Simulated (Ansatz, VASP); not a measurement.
**One calculation of BP, two programs**

```
CELL_PARAMETERS angstrom
0.00000 2.25387 2.29956
2.25387 0.00000 2.29956
2.25387 2.25387 0.00000
ATOMIC_POSITIONS crystal
B 0.00000 0.00000 0.00000
P 0.25000 0.25000 0.25000
```

Alike in both runs: task single point; functional RPBE; k mesh 7 × 7 × 7; occupations fermi-dirac, width 0.02 eV; no spin polarisation.

|  | VASP | Ansatz |
| --- | --- | --- |
| version | VASP 6.6.1 | Ansatz 0.2.0 |
| potentials or method | VASP PAW PBE potentials, release 64 (B, P), cutoff 500 eV | plane waves, PAW |
| valence electrons in the cell | 8 | 8 |

|  | VASP | Ansatz | Ansatz less VASP |
| --- | --- | --- | --- |
| gap on the k mesh at the Fermi level (eV) | 1.10 | 1.11 | +0.015 |

VASP's potentials were made for PBE, not for RPBE.
